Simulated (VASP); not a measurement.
# Si2Mo (e600) (I4/mmm) in VASP: further runs

Runs on Si2Mo (e600). Level: PBE. Tasks: single point, relaxation of cell and atoms.

Program: VASP 6.6.1. These are calculated values, not measurements. Logs are shortened: lines on timing, memory, paths and dates and some standing lists are left out, and cuts for length are marked.

### Step 1. The cell of the first run

Symmetry: I4/mmm, No. 139, tetragonal system. Conventional cell: a = 3.217 Å, b = 3.217 Å, c = 7.873 Å, α = 90.00°, β = 90.00°, γ = 90.00°. Within 3.4 Å of Si (site symmetry 4mm) lie 9 Si at 2.60 to 3.22 Å and 5 Mo at 2.62 to 2.64 Å. Within 3.5 Å of Mo (site symmetry 4/mmm) lie 10 Si at 2.62 to 2.64 Å and 4 Mo at 3.22 Å.

### Step 2. Single point, PBE

File INCAR:

```
  PREC = Accurate
  ENCUT = 520
  EDIFF = 1E-7
  ISMEAR = 0
  SIGMA = 0.1
  LREAL = False
  LASPH = True
  NELM = 100
  ALGO = Normal
  ISIF = 2
  LWAVE = False
  LCHARG = False
  GGA = PE
  NBANDS = 18
```

File KPOINTS:

```
regular mesh
0
Gamma
  18 18 18
```

File POSCAR:

```
Si2Mo
1.0
   -1.6084206996      1.6084206996      3.9364444677
    1.6084206996     -1.6084206996      3.9364444677
    1.6084206996      1.6084206996     -3.9364444677
Si Mo
2 1
Direct
    0.3350999135      0.3350999135      0.0000000000
    0.6649000865      0.6649000865      0.0000000000
    0.0000000000      0.0000000000      0.0000000000
```

Potentials or basis: VASP PAW PBE potentials, release 64 (Si, Mo_sv).

Started as:

```
$ cat potpaw_PBE.64/Si/POTCAR potpaw_PBE.64/Mo_sv/POTCAR > POTCAR
$ mpirun -np 1 vasp_std > vasp.out
```

OUTCAR:

```text
PREC = Accurate
   ENCUT = 520
   EDIFF = 1E-7
   ISMEAR = 0
   LREAL = False
   LASPH = True
   NELM = 100
   ISIF = 2
   GGA = PE

 ion  position               nearest neighbor table
   1  0.335  0.335  0.000-   2 2.60   3 2.62   3 2.62   3 2.62   3 2.62   3 2.64   2 2.64   2 2.64
                             2 2.64   2 2.64
   2  0.665  0.665  0.000-   1 2.60   3 2.62   3 2.62   3 2.62   3 2.62   3 2.64   1 2.64   1 2.64
                             1 2.64   1 2.64
   3  0.000  0.000  0.000-   2 2.62   2 2.62   2 2.62   1 2.62   2 2.62   1 2.62   1 2.62   1 2.62
                             1 2.64   2 2.64

  LATTYP: Found a body centered tetragonal cell.
 ALAT       =     3.2168413992
 C/A-ratio  =     2.4473972939

  Lattice vectors:

 A1 = (  -1.6084206996,   1.6084206996,   3.9364444677)
 A2 = (   1.6084206996,  -1.6084206996,   3.9364444677)
 A3 = (   1.6084206996,   1.6084206996,  -3.9364444677)

Analysis of symmetry for initial positions (statically):
=====================================================================
 Subroutine PRICEL returns:
 Original cell was already a primitive cell.

 Routine SETGRP: Setting up the symmetry group for a
 body centered tetragonal supercell.

 Subroutine GETGRP returns: Found 16 space group operations
 (whereof 16 operations were pure point group operations)
 out of a pool of 16 trial point group operations.

The static configuration has the point symmetry D_4h.

Analysis of symmetry for dynamics (positions and initial velocities):
=====================================================================
 Subroutine PRICEL returns:
 Original cell was already a primitive cell.

 Routine SETGRP: Setting up the symmetry group for a
 body centered tetragonal supercell.

 Subroutine GETGRP returns: Found 16 space group operations
 (whereof 16 operations were pure point group operations)
 out of a pool of 16 trial point group operations.

The dynamic configuration has the point symmetry D_4h.

 Subroutine INISYM returns: Found 16 space group operations
 (whereof 16 operations are pure point group operations),
 and found     1 'primitive' translations

----------------------------------------------------------------------------------------

                                     Primitive cell

  volume of cell :      40.7346

  direct lattice vectors                    reciprocal lattice vectors
    -1.608420700  1.608420700  3.936444468     0.000000000  0.310863943  0.127018177
     1.608420700 -1.608420700  3.936444468     0.310863943  0.000000000  0.127018177
[... 90 lines left out ...]
   NSW    =      0    number of steps for IOM
   IBRION =     -1    ionic relax: 0-MD 1-quasi-New 2-CG
   NFREE  =      0    steps in history (QN), initial steepest desc. (CG)
   ISIF   =      2    stress and relaxation
   ISYM   =      2    0-nonsym 1-usesym 2-fastsym
   POTIM  = 0.5000    time-step for ionic-motion
   TEBEG  =    0.0;   TEEND  =   0.0 temperature during run
   PSTRESS=    0.0 pullay stress
   NELECT =      22.0000    total number of electrons
   NUPDOWN=      -1.0000    fix difference up-down
   EMIN   =  10.00;   EMAX   =-10.00  energy-range for DOS
   EFERMI =   0.00;   METHOD = LEGACY
   ISMEAR =     0;   SIGMA  =   0.10  broadening in eV -4-tet -1-fermi 0-gaus
   EFERMI_NEDOS =   21; number of points for ismear=-14 and -15
   IALGO  =     38    algorithm
   IMIX   =      4    mixing-type and parameters
     AMIX     =   0.40;   BMIX     =  1.00
     AMIX_MAG =   1.60;   BMIX_MAG =  1.00
  volume/ion in A,a.u.               =      13.58        91.63
  Fermi-wavevector in a.u.,A,eV,Ry     =   1.333198  2.519378 24.183217  1.777416
  Thomas-Fermi vector in A             =   2.462074
   LORBIT       =      0    0 simple, 1 ext, 2 COOP (PROOUT), +10 PAW based schemes
   GGA     = PE    functional components
   LHFCALC =     F    Hartree Fock is set to
   AEXX    =    0.0000 exact exchange contribution
   IVDW    =     0    specifies the selected vdW correction
   LEPSILON=     F    determine dielectric tensor
   LRPA    =     F    only Hartree local field effects (RPA)
 non-spin polarized calculation
 Gauss-broadening in eV      SIGMA  =   0.10
  energy-cutoff  :      520.00
  volume of cell :       40.73
 maximum number of plane-waves:      1134
 NGX is ok and might be reduce to    36
   NGX = 17   NGY = 17   NGZ = 17

 number of electron      22.0000000 magnetization

 Free energy of the ion-electron system (eV)
  ---------------------------------------------------
  ext. energy  EPLUGINS =         0.00000000
  ---------------------------------------------------
  free energy    TOTEN  =       -23.26225943 eV

  energy without entropy =      -23.26110066  energy(sigma->0) =      -23.26168005

 E-fermi :  12.0713     XC(G=0): -12.3693

 val. band max:       12.0687803163   @ k =   0.0556   0.0556  -0.0000
 cond. band min:      12.0791622369   @ k =  -0.1111  -0.1111   0.0556
 fundamental gap:      0.0103819206
 Fermi energy:        12.0713498408

 k-point     1 :       0.0000    0.0000    0.0000
  band No.  band energies     occupation
      1     -48.6633      2.00000
      2     -22.8044      2.00000
      3     -22.7378      2.00000
      4     -22.7378      2.00000
      5      -1.2491      2.00000
      6       5.7650      2.00000
[... 481 lines left out ...]
      5      -0.3930      2.00000
      6       5.7940      2.00000
[... 10 lines left out ...]
     17      18.2145      0.00000
     18      20.4436      0.00000

 [... further k-points ...]

------------------------ aborting loop because EDIFF is reached ----------------------------------------

  FORCE on cell =-STRESS in cart. coord.  units (eV):
  Direction    XX          YY          ZZ          XY          YZ          ZX
  --------------------------------------------------------------------------------------
  -------------------------------------------------------------------------------------
  Total        0.0436340      0.0436340      0.0385546      0.0000000      0.0000000     -0.0000000
  in kB        1.7162154      1.7162154      1.5164317      0.0000000      0.0000000     -0.0000000
  external PRESSURE =       1.6496209 kB  Pullay stress =       0.0000000 kB

 VOLUME and BASIS-vectors are now :
 -----------------------------------------------------------------------------
  energy-cutoff  :      520.00
  volume of cell :       40.73
      direct lattice vectors                 reciprocal lattice vectors
    -1.608420700  1.608420700  3.936444468     0.000000000  0.310863943  0.127018177
     1.608420700 -1.608420700  3.936444468     0.310863943  0.000000000  0.127018177
     1.608420700  1.608420700 -3.936444468     0.310863943  0.310863943  0.000000000

 POSITION                                       TOTAL-FORCE (eV/Angst)
 -----------------------------------------------------------------------------------
      0.00000      0.00000      2.63820        -0.000000     -0.000000     -0.004499
      0.00000      0.00000      5.23468         0.000000      0.000000      0.004499
      0.00000      0.00000      0.00000        -0.000000     -0.000000      0.000000
 -----------------------------------------------------------------------------------
    total drift:                                0.000000      0.000000     -0.000000

  FREE ENERGIE OF THE ION-ELECTRON SYSTEM (eV)
  ---------------------------------------------------
  free  energy   TOTEN  =       -23.2622594323 eV

  energy  without entropy=      -23.2611006648  energy(sigma->0) =      -23.26168005
```

OSZICAR:

```text
N       E                     dE             d eps       ncg     rms          rms(c)
DAV:   1     0.119300799111E+03    0.11930E+03   -0.11242E+04 17320   0.116E+03
DAV:   2    -0.210912719087E+02   -0.14039E+03   -0.13758E+03 20788   0.296E+02
DAV:   3    -0.241594401547E+02   -0.30682E+01   -0.30341E+01 21302   0.388E+01
DAV:   4    -0.241770501914E+02   -0.17610E-01   -0.17592E-01 20568   0.322E+00
DAV:   5    -0.241771713050E+02   -0.12111E-03   -0.12111E-03 20468   0.278E-01    0.209E+01
DAV:   6    -0.234281655747E+02    0.74901E+00   -0.59580E+00 18200   0.157E+01    0.451E+00
DAV:   7    -0.232977325039E+02    0.13043E+00   -0.92624E-01 18018   0.572E+00    0.434E+00
DAV:   8    -0.232630371336E+02    0.34695E-01   -0.10175E-01 18716   0.235E+00    0.453E-01
DAV:   9    -0.232623183345E+02    0.71880E-03   -0.20530E-03 20750   0.363E-01    0.254E-01
DAV:  10    -0.232622764609E+02    0.41874E-04   -0.54840E-04 19294   0.196E-01    0.534E-02
DAV:  11    -0.232622633870E+02    0.13074E-04   -0.18820E-04 18876   0.102E-01    0.428E-02
DAV:  12    -0.232622602112E+02    0.31758E-05   -0.27585E-05 18402   0.368E-02    0.848E-03
DAV:  13    -0.232622596440E+02    0.56721E-06   -0.12392E-06 18826   0.930E-03    0.246E-03
DAV:  14    -0.232622594618E+02    0.18219E-06   -0.49109E-08 10048   0.149E-03    0.602E-04
DAV:  15    -0.232622594323E+02    0.29495E-07   -0.53799E-09  9426   0.498E-04
   1 F= -.23262259E+02 E0= -.23261680E+02  d E =-.115877E-02
```

Wall time 6.8 min (1 thread of Intel Xeon Platinum 8375C at 2.90GHz (Ice Lake), shared host); peak memory 0.46 GiB.

What came out:

```yaml
Free_energy: -23.2623 eV
Pressure: 0.2 GPa
Largest_force: 0.004 eV/Å
Band_gap_on_the_k_mesh: zero (band 11 reaches 12.53 eV, above the bottom of band 12 at 11.59 eV)
```

Forces on the atoms (eV/Å):
```
Si   0.000  0.000 -0.004
Si   0.000  0.000  0.004
Mo   0.000  0.000  0.000
```

### Step 3. Relaxation of cell and atoms, PBE

This run uses another cell than the first one, of 13.42 Å³/atom, 0.988 times its volume.

File INCAR:

```
ALGO = Normal ; EDIFF = 1E-7
EDIFFG = -0.002 ; ENCUT = 600
GGA = PE ; IBRION = 2
ISIF = 3 ; ISMEAR = 0
LASPH = True ; LCHARG = False
LREAL = False ; LWAVE = False
NELM = 100 ; NSW = 100
PREC = Accurate ; SIGMA = 0.1
```

File KPOINTS:

```
k-points
0
Gamma
  18 18 18
```

File POSCAR:

```
Si2Mo
1.0
   -1.6000000000      1.6000000000      3.9305000000
    1.6000000000     -1.6000000000      3.9305000000
    1.6000000000      1.6000000000     -3.9305000000
Si Mo
2 1
Direct
    0.3330000000      0.3330000000      0.0000000000
    0.6670000000      0.6670000000      0.0000000000
    0.0000000000      0.0000000000      0.0000000000
```

Potentials or basis: VASP PAW PBE potentials, release 64 (Si, Mo_sv).

Started as:

```
$ cat potpaw_PBE.64/Si/POTCAR potpaw_PBE.64/Mo_sv/POTCAR > POTCAR
$ mpirun -np 1 vasp_std > vasp.out
```

Run time: 21 min. Hardware: 1 thread of Intel Xeon Platinum 8375C at 2.90GHz (Ice Lake), shared host; peak memory 0.5 GiB.

The run converged. Its results:

* Free energy: -23.2621 eV
* Relaxed volume: 13.59 Å³/atom
* Relaxed cell: a = 4.547 Å, b = 4.547 Å, c = 4.547 Å, α = 138.56°, β = 138.56°, γ = 60.05°
* Space group after relaxing (to 0.05 Å): I4/mmm (No. 139)
* Energy gained by relaxing: 2.9 meV/atom
* Ionic steps: 7
* Pressure after relaxing: 0.0 GPa
* Band gap on the k mesh: zero (band 11 reaches 12.52 eV, above the bottom of band 12 at 11.58 eV)

The path:
| step | energy change (eV) | largest force (eV/Å) | pressure (GPa) | volume (Å³) |
| --- | --- | --- | --- | --- |
| 1 | 0.0000 | 0.2793 | 2.36 | 40.25 |
| 2 | -0.0018 | 0.0864 | -3.20 | 41.41 |
| 3 | -0.0068 | 0.1728 | -0.71 | 40.87 |
| 4 | -0.0085 | 0.0165 | 0.15 | 40.74 |
| 5 | -0.0086 | 0.0144 | 0.01 | 40.76 |
| 6 | -0.0086 | 0.0037 | 0.00 | 40.76 |
| 7 | -0.0086 | 0.0001 | 0.00 | 40.76 |

Final structure:
```yaml
crystal:
  lattice:
    - [-1.60880, 1.60880, 3.93696]
    - [1.60880, -1.60880, 3.93696]
    - [1.60880, 1.60880, -3.93696]
  atoms:
    - { symbol: Si, position: [0.33508, 0.33508, 0.00000] }
    - { symbol: Si, position: [0.66492, 0.66492, 0.00000] }
    - { symbol: Mo, position: [0.00000, 0.00000, 0.00000] }
```

Levels at points of the mesh, in eV from the Fermi level:
| k point | band 7 | band 8 | band 9 | band 10 | band 11 | band 12 | band 13 | band 14 | band 15 |
| --- | --- | --- | --- | --- | --- | --- | --- | --- | --- |
| (0.00, 0.00, 0.00) | -3.42 | -2.98 | -2.58 | -2.58 | 0.36 | 3.07 | 3.25 | 3.47 | 3.47 |
| (0.50, 0.00, 0.00) | -4.89 | -4.45 | -2.54 | -2.52 | -0.49 | 2.21 | 3.07 | 3.97 | 4.17 |
| (0.50, 0.50, 0.00) | -5.58 | -5.20 | -4.38 | -2.99 | -1.21 | 2.26 | 2.67 | 3.10 | 3.31 |
| (0.50, 0.50, 0.50) | -3.45 | -2.15 | -0.56 | -0.56 | -0.48 | -0.48 | 0.49 | 4.69 | 4.98 |
